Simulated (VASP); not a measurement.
ZrO2: single point with PBE

Crystal: ZrO2.

```xyz
3
Lattice="0.0000 2.5579 2.5579 2.5579 0.0000 2.5579 2.5579 2.5579 0.0000" Properties=species:S:1:pos:R:3 pbc="T T T"
Zr    0.0000    0.0000    0.0000
O     1.2790    1.2790    1.2790
O     3.8369    3.8369    3.8369
```

| Item | Value |
| --- | --- |
| Program | VASP 6.6.1 |
| Task | single point |
| Functional | PBE |
| Potentials or basis | VASP PAW PBE potentials, release 64 (Zr_sv, O) |
| Cutoff | 600 eV |
| k mesh | 8 × 8 × 8 |
| Occupations | gaussian, width 0.02 eV |
| Spin | no spin polarisation |

```
Pressure               : 0.1 GPa
Band gap on the k mesh : 3.31 eV (least direct gap 3.74 eV)
```

Levels at points of the mesh, in eV from the valence-band top:
```tsv
k point	band 8	band 9	band 10	band 11	band 12	band 13	band 14	band 15	band 16	band 17
(0.00, 0.00, 0.00)	-5.14	-5.14	-0.53	-0.53	-0.53	3.31	3.31	6.47	9.18	9.18
(0.50, 0.00, 0.00)	-4.14	-2.50	-2.46	-1.63	-1.63	3.93	3.93	5.95	8.30	8.30
(0.50, 0.50, 0.00)	-3.12	-3.12	-1.49	-1.49	0.00	3.74	4.66	5.69	7.15	7.15
```

Run time: 57 s on 1 thread of Intel(R) Xeon(R) Platinum 8375C CPU @ 2.90GHz (Ice Lake), with other jobs on the host, peak memory 0.18 GiB.

A k mesh can miss the band edges.
